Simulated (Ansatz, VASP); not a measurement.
**NaH: VASP beside Ansatz**

```
Na H
1.0
     0.00000    2.46188    2.46188
     2.46188    0.00000    2.46188
     2.46188    2.46188    0.00000
Na H
1 1
Direct
  0.00000 0.00000 0.00000
  0.25000 0.25000 0.25000
```

Change from the starting cell: hydrostatic strain -5.2%.

Alike in both runs: task single point; functional r2SCAN; k mesh 8 × 8 × 8; no spin polarisation.

|  | VASP | Ansatz |
| --- | --- | --- |
| version | VASP 6.6.1 | Ansatz 0.2.0 |
| potentials or method | VASP PAW PBE potentials, release 64 (Na_pv, H) | plane waves, PAW |
| plane-wave cutoff (eV) | 520 | 500 |
| occupations | gaussian, width 0.01 eV | fixed |
| valence electrons in the cell | 8 | 10 |

Ansatz gave:

* gap on the k mesh at the Fermi level (eV): 4.19
* pressure (GPa): 3.9

Question: Which values does VASP return?

Answer: gap on the k mesh at the Fermi level (eV): 4.19; pressure (GPa): 3.7.

VASP's potentials were made for PBE, not for r2SCAN. VASP's potentials hold 8 valence electrons a cell and Ansatz's 10, so a difference there can come from the potentials and not from the codes.
